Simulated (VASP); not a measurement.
Zn, 8 atoms in the cell. It takes space group Pm-3n (No. 223, cubic). The conventional cell has a = 4.858 Å, b = 4.858 Å, c = 4.858 Å, α = 90.00°, β = 90.00°, γ = 90.00°. Within 3.6 Å of Zn (site symmetry m-3) lie 12 Zn at 2.72 Å. Within 3.2 Å of Zn (site symmetry -4m2) lie 14 Zn at 2.43 to 2.97 Å. 

| Item | Value |
| --- | --- |
| Program | VASP 6.6.1 |
| Task | single point |
| Functional | PBEsol |
| Potentials or basis | VASP PAW PBE potentials, release 64 (Zn) |
| Cutoff | 520 eV |
| k mesh | 8 × 8 × 8 |
| Occupations | gaussian, width 0.1 eV |
| Spin | no spin polarisation |
| Dipole correction | no |
| Further INCAR settings | ALGO = Fast; EDIFF = 1e-06; NBANDS = 58 |

Potentials or basis: VASP PAW PBE potentials, release 64 (Zn).

The run is started by

```bash
$ cat potpaw_PBE.64/Zn/POTCAR > POTCAR
$ mpirun -np 1 vasp_std > vasp.out
```

Hardware: 1 thread of Intel(R) Xeon(R) 6975P-C (Granite Rapids), on a shared host.

Question: Estimate the wall time of this run.

Answer: Wall time 66 s on 1 thread of Intel(R) Xeon(R) 6975P-C (Granite Rapids), with other jobs on the host, peak memory 0.3 GiB. Counts: scf iterations 12, k points 35.
